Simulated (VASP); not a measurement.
# Al (I4/mmm) in VASP: a series of runs, part 2 of 2

VASP 6.6.1.

## 3. Single point, PBEsol (strain +0.0150 x Voigt [1, 1, 0, 0, 0, 0])

File INCAR:

```
ALGO = Normal ; EDIFF = 1E-6
ENCUT = 520 ; GGA = PS
ISIF = 2 ; ISMEAR = 0
LASPH = T ; LCHARG = F
LREAL = F ; LWAVE = F
NBANDS = 8 ; NELM = 60
PREC = Accurate ; SIGMA = 0.15
```

File KPOINTS:

```
k-points
0
Gamma
  20 20 20
```

File POSCAR:

```
Al
1.0
   -1.6150869704      1.6150869704      1.5912186900
    1.6150869704     -1.6150869704      1.5912186900
    1.6150869704      1.6150869704     -1.5912186900
Al
1
Direct
    0.0000000000      0.0000000000      0.0000000000
```

Potentials or basis: VASP PAW PBE potentials, release 64 (Al).

The run is started by

```
> cat potpaw_PBE.64/Al/POTCAR > POTCAR
> mpirun -np 1 vasp_std > vasp.out
```

OUTCAR:

```text
EDIFF = 1E-6
   ENCUT = 520
   GGA = PS
   ISIF = 2
   ISMEAR = 0
   LASPH = T
   LREAL = F
   NELM = 60
   PREC = Accurate

 ion  position               nearest neighbor table
   1  0.000  0.000  0.000-

  LATTYP: Found a body centered tetragonal cell.
 ALAT       =     3.2301739408
 C/A-ratio  =     0.9852216748

  Lattice vectors:

 A1 = (  -1.6150869704,   1.6150869704,   1.5912186900)
 A2 = (   1.6150869704,  -1.6150869704,   1.5912186900)
 A3 = (   1.6150869704,   1.6150869704,  -1.5912186900)

Analysis of symmetry for initial positions (statically):
[... 436 lines left out ...]
      3      15.5065      0.00000
      4      16.8884      0.00000
      5      18.9193      0.00000
      6      20.6431      0.00000
      7      25.7912      0.00000
      8      27.5578      0.00000

 [... further k-points ...]
[... 5 lines left out ...]
  --------------------------------------------------------------------------------------
  -------------------------------------------------------------------------------------
  Total        0.0137327      0.0137327     -0.0448294      0.0000000     -0.0000000      0.0000000
  in kB        1.3252121      1.3252121     -4.3260559      0.0000000     -0.0000000      0.0000000
  external PRESSURE =      -0.5585439 kB  Pullay stress =       0.0000000 kB

 VOLUME and BASIS-vectors are now :
 -----------------------------------------------------------------------------
  energy-cutoff  :      520.00
  volume of cell :       16.60
      direct lattice vectors                 reciprocal lattice vectors
    -1.615086970  1.615086970  1.591218690     0.000000000  0.309580852  0.314224565
     1.615086970 -1.615086970  1.591218690     0.309580852  0.000000000  0.314224565
     1.615086970  1.615086970 -1.591218690     0.309580852  0.309580852  0.000000000

 POSITION                                       TOTAL-FORCE (eV/Angst)
 -----------------------------------------------------------------------------------
      0.00000      0.00000      0.00000        -0.000000      0.000000      0.000000
 -----------------------------------------------------------------------------------
    total drift:                                0.000000     -0.000000     -0.000000

  FREE ENERGIE OF THE ION-ELECTRON SYSTEM (eV)
  ---------------------------------------------------
  free  energy   TOTEN  =        -3.9959154035 eV

  energy  without entropy=       -3.9908918020  energy(sigma->0) =       -3.99340360
```

OSZICAR:

```text
N       E                     dE             d eps       ncg     rms          rms(c)
DAV:   1    -0.263456757462E+01   -0.26346E+01   -0.85021E+02 10264   0.203E+02
DAV:   2    -0.401842748190E+01   -0.13839E+01   -0.13300E+01 14384   0.187E+01
DAV:   3    -0.402518219824E+01   -0.67547E-02   -0.67424E-02 12544   0.144E+00
DAV:   4    -0.402520020895E+01   -0.18011E-04   -0.18011E-04 15176   0.672E-02
DAV:   5    -0.402520027194E+01   -0.62990E-07   -0.62277E-07 12704   0.269E-03    0.133E+00
DAV:   6    -0.400751199375E+01    0.17688E-01   -0.27584E-03 11416   0.209E-01    0.750E-01
DAV:   7    -0.399593239699E+01    0.11580E-01   -0.73180E-03 11560   0.329E-01    0.159E-01
DAV:   8    -0.399591604748E+01    0.16350E-04   -0.30605E-05 14032   0.375E-02    0.669E-03
DAV:   9    -0.399591540353E+01    0.64396E-06   -0.37672E-07 12768   0.284E-03
   1 F= -.39959154E+01 E0= -.39934036E+01  d E =-.502360E-02
```

Wall time 26 s (1 thread of Intel Xeon 6975P-C, shared host); peak memory 0.19 GiB.

Results:

```yaml
Free_energy: -3.9959 eV
Pressure: -0.1 GPa
```

Levels at points of the mesh, in eV from the Fermi level:
| k point | band 1 | band 2 | band 3 | band 4 | band 5 | band 6 |
| --- | --- | --- | --- | --- | --- | --- |
| (0.00, 0.00, 0.00) | -11.08 | 12.97 | 13.32 | 13.32 | 14.53 | 14.53 |
| (0.50, 0.00, 0.00) | -4.27 | -3.81 | 8.01 | 8.14 | 9.80 | 11.30 |
| (0.50, 0.50, 0.00) | -4.34 | -3.94 | 8.30 | 8.45 | 10.16 | 11.46 |
| (0.50, 0.50, 0.50) | 1.72 | 1.72 | 2.13 | 2.90 | 3.04 | 5.54 |

Caveat: the cell differs from its parent crystal (strain +0.0150 x Voigt [1, 1, 0, 0, 0, 0]); the PAW data sets were made with another functional, which shifts forces and pressure a little.

## 4. Single point, PBEsol (strain +0.0175 x Voigt [1, 1, 0, 0, 0, 0])

File INCAR:

```
SYSTEM = Al
PREC     = Accurate       ! precision mode
ENCUT    = 520            ! plane-wave cutoff, eV
EDIFF    = 1E-6           ! SCF threshold, eV
ISMEAR   = 0              ! smearing method
SIGMA    = 0.15           ! smearing width, eV
LREAL    = .False.        ! projectors in reciprocal space
LASPH    = .True.         ! aspherical terms in the spheres
NELM     = 100            ! most SCF steps
ALGO     = Fast           ! electronic algorithm
ISIF     = 2              ! what is computed and relaxed
LWAVE    = .False.        ! write WAVECAR
LCHARG   = .True.         ! write CHGCAR
GGA      = PS             ! functional
LELF     = .True.         ! ELF
LVHAR    = .True.       
NBANDS   = 8              ! bands
```

File KPOINTS:

```
Automatic mesh
0
Gamma
  20 20 20
  0 0 0
```

File POSCAR:

```
Al
1.0
   -1.6190650171      1.6190650171      1.5912186900
    1.6190650171     -1.6190650171      1.5912186900
    1.6190650171      1.6190650171     -1.5912186900
Al
1
Direct
    0.0000000000      0.0000000000      0.0000000000
```

The run is started by

```
> cat potpaw_PBE.64/Al/POTCAR > POTCAR
> mpirun -np 1 vasp_std > vasp.out
```

Wall time 36 s (1 thread of Intel Xeon 6975P-C, shared host); peak memory 0.19 GiB.

The run converged. Its results:

* Free energy: -3.9959 eV
* Pressure: -0.4 GPa

Stress tensor (GPa, compression positive):
```
-0.20  0.00  0.00
 0.00 -0.20  0.00
 0.00  0.00 -0.83
```

Levels at points of the mesh, in eV from the Fermi level:
| k point | band 1 | band 2 | band 3 | band 4 | band 5 | band 6 |
| --- | --- | --- | --- | --- | --- | --- |
| (0.00, 0.00, 0.00) | -11.05 | 12.91 | 13.31 | 13.31 | 14.44 | 14.44 |
| (0.50, 0.00, 0.00) | -4.25 | -3.79 | 7.96 | 8.11 | 9.75 | 11.25 |
| (0.50, 0.50, 0.00) | -4.33 | -3.95 | 8.29 | 8.47 | 10.17 | 11.44 |
| (0.50, 0.50, 0.50) | 1.69 | 1.69 | 2.17 | 2.90 | 3.06 | 5.49 |

Caveat: the cell differs from its parent crystal (strain +0.0175 x Voigt [1, 1, 0, 0, 0, 0]); the PAW data sets were made with another functional, which shifts forces and pressure a little.

## 5. Single point, PBEsol (strain +0.0200 x Voigt [1, 1, 0, 0, 0, 0])

File INCAR:

```
SYSTEM = Al
PREC = Accurate ; ENCUT = 520
EDIFF = 1E-6 ; ISMEAR = 0
SIGMA = 0.15 ; LREAL = .False.
LASPH = .True. ; NELM = 80
ALGO = Normal ; ISIF = 2
LWAVE = .False. ; LCHARG = .False.
GGA = PS ; NBANDS = 8
```

KPOINTS is that of step 4.

File POSCAR:

```
Al
1.0
   -1.6230430638      1.6230430638      1.5912186900
    1.6230430638     -1.6230430638      1.5912186900
    1.6230430638      1.6230430638     -1.5912186900
Al
1
Direct
    0.0000000000      0.0000000000      0.0000000000
```

Potentials or basis: VASP PAW PBE potentials, release 64 (Al).

The run is started by

```
> cat potpaw_PBE.64/Al/POTCAR > POTCAR
> mpirun -np 1 vasp_std > vasp.out
```

OUTCAR:

```text
SYSTEM = Al
   PREC = Accurate
   ENCUT = 520
   EDIFF = 1E-6
   ISMEAR = 0
   LREAL = .False.
   LASPH = .True.
   NELM = 80
   ISIF = 2
   GGA = PS

 ion  position               nearest neighbor table
   1  0.000  0.000  0.000-

  LATTYP: Found a body centered tetragonal cell.
 ALAT       =     3.2460861276
 C/A-ratio  =     0.9803921569

  Lattice vectors:

 A1 = (  -1.6230430638,   1.6230430638,   1.5912186900)
 A2 = (   1.6230430638,  -1.6230430638,   1.5912186900)
 A3 = (   1.6230430638,   1.6230430638,  -1.5912186900)

[... 434 lines left out ...]
  band No.  band energies     occupation
      1      -0.1905      2.00000
      2       9.4027      0.00000
      3      15.3087      0.00000
      4      16.7251      0.00000
      5      18.6963      0.00000
      6      20.4533      0.00000
      7      25.6752      0.00000
      8      27.3200      0.00000

 [... further k-points ...]
[... 5 lines left out ...]
  --------------------------------------------------------------------------------------
  -------------------------------------------------------------------------------------
  Total       -0.0559753     -0.0559753     -0.1292175      0.0000000      0.0000000      0.0000000
  in kB       -5.3488091     -5.3488091    -12.3475871      0.0000000      0.0000000      0.0000000
  external PRESSURE =      -7.6817351 kB  Pullay stress =       0.0000000 kB

 VOLUME and BASIS-vectors are now :
 -----------------------------------------------------------------------------
  energy-cutoff  :      520.00
  volume of cell :       16.77
      direct lattice vectors                 reciprocal lattice vectors
    -1.623043064  1.623043064  1.591218690     0.000000000  0.308063299  0.314224565
     1.623043064 -1.623043064  1.591218690     0.308063299  0.000000000  0.314224565
     1.623043064  1.623043064 -1.591218690     0.308063299  0.308063299  0.000000000

 POSITION                                       TOTAL-FORCE (eV/Angst)
 -----------------------------------------------------------------------------------
      0.00000      0.00000      0.00000        -0.000000     -0.000000      0.000000
 -----------------------------------------------------------------------------------
    total drift:                                0.000000     -0.000000     -0.000000

  FREE ENERGIE OF THE ION-ELECTRON SYSTEM (eV)
  ---------------------------------------------------
  free  energy   TOTEN  =        -3.9957128884 eV

  energy  without entropy=       -3.9907162615  energy(sigma->0) =       -3.99321457
```

stdout:

```text
POSCAR found type information on POSCAR Al
 POSCAR found :  1 types and       1 ions
 scaLAPACK will be used
 -----------------------------------------------------------------------------
|                                                                             |
|                                                                             |
|     You enforced a specific xc type in the INCAR file but a different       |
|     I HOPE YOU KNOW WHAT YOU ARE DOING!                                     |
|                                                                             |
 -----------------------------------------------------------------------------

 LDA part: xc-table for (Slater+PW92), standard interpolation
 POSCAR, INCAR and KPOINTS ok, starting setup
 FFT: planning ... GRIDC
 FFT: planning ... GRID_SOFT
 FFT: planning ... GRID
 WAVECAR not read
 entering main loop
```

Run time: 24 s. Hardware: 1 thread of Intel Xeon 6975P-C, shared host; peak memory 0.19 GiB.

What came out:

| Item | Value |
| --- | --- |
| Free energy | -3.9957 eV |
| Pressure | -0.8 GPa |

Caveat: the cell differs from its parent crystal (strain +0.0200 x Voigt [1, 1, 0, 0, 0, 0]); the PAW data sets were made with another functional, which shifts forces and pressure a little.

## 6. The runs side by side

| cell | gap on the mesh (eV) | pressure (GPa) |
| --- | --- | --- |
| a = 2.774 Å, angles 109.2, 109.2, 110.0°, 1 atom | none | 0.7 |
| a = 2.784 Å, angles 109.1, 109.1, 110.3°, 1 atom | none | -0.1 |
| a = 2.788 Å, angles 109.0, 109.0, 110.4°, 1 atom | none | -0.4 |
| a = 2.793 Å, angles 108.9, 108.9, 110.5°, 1 atom | none | -0.8 |

Alike in all rows: task single point; level PBEsol; potentials or basis VASP PAW PBE potentials, release 64 (Al); no spin polarisation; k mesh 20 × 20 × 20; cutoff (eV) 520; smearing gaussian 0.15 eV.

Caveats: the PAW data sets were made with another functional, which shifts forces and pressure a little.

Absolute energies hang on the potentials; compare differences alone.
